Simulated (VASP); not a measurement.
Si3As2: relaxation of cell and atoms with r2SCAN

The system is Si3As2.

```
Si As
1.0
     3.97075    0.00000    0.00000
    -1.98537    3.43877    0.00000
     0.00000    0.00000    6.17784
Si As
3 2
Direct
  0.00000 0.00000 0.00000
  0.33333 0.66667 0.64500
  0.66667 0.33333 0.35500
  0.33333 0.66667 0.24500
  0.66667 0.33333 0.75500
```

- Program: VASP 6.6.1
- Task: relaxation of cell and atoms
- Functional: r2SCAN
- Potentials or basis: VASP PAW PBE potentials, release 64 (Si, As)
- Cutoff: 600 eV
- k mesh: 6 × 6 × 4
- Occupations: gaussian, width 0.1 eV
- Spin: no spin polarisation
- Dipole correction: no
- Further INCAR settings: ALGO = Normal; EDIFF = 1e-06; IBRION = 2; EDIFFG = -0.04; NSW = 90; ISIF = 3

```json
{"Relaxed volume": "18.60 Å³/atom", "Relaxed cell": "a = 4.497 Å, b = 4.497 Å, c = 5.310 Å, α = 90.00°, β = 90.00°, γ = 120.00°", "Space group after relaxing (to 0.1 Å)": "P-3m1 (No. 164)", "Energy gained by relaxing": "294.2 meV/atom", "Ionic steps": "40", "Pressure after relaxing": "0.0 GPa", "Largest force after relaxing": "0.034 eV/Å", "Band gap on the k mesh": "zero (bands 11 and 12 overlap by 3.55 eV)"}
```

Forces in eV/Å, atoms in the order of the input:
```
Si   0.000  0.000  0.000
Si   0.000  0.000  0.021
Si   0.000  0.000 -0.021
As   0.000  0.000 -0.034
As   0.000  0.000  0.034
```

Stress tensor (GPa, compression positive):
```
 0.03  0.00  0.00
 0.00  0.03  0.00
 0.00  0.00 -0.20
```

The path:
```
step  energy change (eV)  largest force (eV/Å)  pressure (GPa)  volume (Å³)
   1              0.0000                1.2204           14.36        84.36
   2             -0.7144                0.2462           -2.93       104.13
   3             -0.7358                0.2739           -0.79       100.42
   4             -0.7363                0.2696           -1.09       100.91
   5             -0.8372                0.2603           -1.03       100.18
   6             -0.8875                0.4577           -0.65        99.34
   7             -0.8889                0.4943           -0.58        99.18
   8             -0.9280                0.2838           -0.29        97.67
   9             -0.9405                0.2010            0.04        96.22
  10             -0.9458                0.1353           -0.07        96.31
  11             -0.9494                0.1678           -0.22        96.46
  12             -0.9522                0.1537           -0.19        96.40
  13             -0.9604                0.1083           -0.06        96.23
  14             -0.9769                0.1510            0.30        95.89
  15             -1.0094                0.2712            0.93        95.19
  16             -1.0782                0.6045            1.05        93.74
  17             -1.2515                0.8813            1.58        90.67
  18             -1.2532                0.8842            1.56        90.64
  19             -1.2566                0.8932            1.52        90.58
  20             -1.2539                0.9182            1.44        90.44
  21             -1.2571                0.9010            1.49        90.54
  22             -1.2613                0.8823            1.43        90.59
  23             -1.2735                0.8281            1.23        90.76
  24             -1.2951                0.7359            0.87        91.08
  25             -1.3284                0.5715            0.18        91.74
  26             -1.3570                0.3626           -1.03        93.06
  27             -1.3583                0.3593           -1.23        93.32
  28             -1.3676                0.3752           -0.90        92.90
  29             -1.3917                0.4305            0.09        91.62
  30             -1.4135                0.3408            2.45        89.11
  31             -1.4199                0.3031            2.52        89.11
  32             -1.4327                0.1506            2.77        89.11
  33             -1.4265                0.2178            3.47        89.10
  34             -1.4351                0.0588            2.95        89.11
  35             -1.4502                0.0678            2.11        90.04
  36             -1.4688                0.0973           -0.15        92.86
  37             -1.4697                0.0833           -0.13        92.89
  38             -1.4710                0.0537           -0.08        92.95
  39             -1.4704                0.0199            0.03        93.06
  40             -1.4712                0.0342           -0.05        92.99
```

Final structure:
```xyz
5
Lattice="4.4968 0.0000 0.0000 -2.2484 3.8943 0.0000 0.0000 0.0000 5.3099" Properties=species:S:1:pos:R:3 pbc="T T T"
Si    0.0000    0.0000    0.0000
Si    0.0000    2.5962    4.1066
Si    2.2484    1.2981    1.2033
As    0.0000    2.5962    1.3455
As    2.2484    1.2981    3.9643
```

Levels at points of the mesh, in eV from the Fermi level:
```tsv
k point	band 7	band 8	band 9	band 10	band 11	band 12	band 13	band 14	band 15
(0.00, 0.00, 0.00)	-3.80	-3.34	-3.34	-1.72	-1.49	-1.47	-1.47	1.91	2.00
(0.50, 0.00, 0.00)	-5.84	-4.21	-2.82	-1.43	0.52	1.18	2.31	3.18	4.21
(0.00, 0.00, 0.50)	-3.54	-3.48	-3.48	-2.54	-2.54	-1.98	-1.52	0.68	0.68
(0.50, 0.00, 0.50)	-4.27	-3.41	-0.78	-0.69	0.61	1.49	2.74	2.99	3.28
```

Wall time 22 min on 1 thread of Intel(R) Xeon(R) 6975P-C (Granite Rapids) (shared host), peak memory 0.26 GiB.

Caveat: the PAW data sets were made with another functional, which shifts forces and pressure a little.
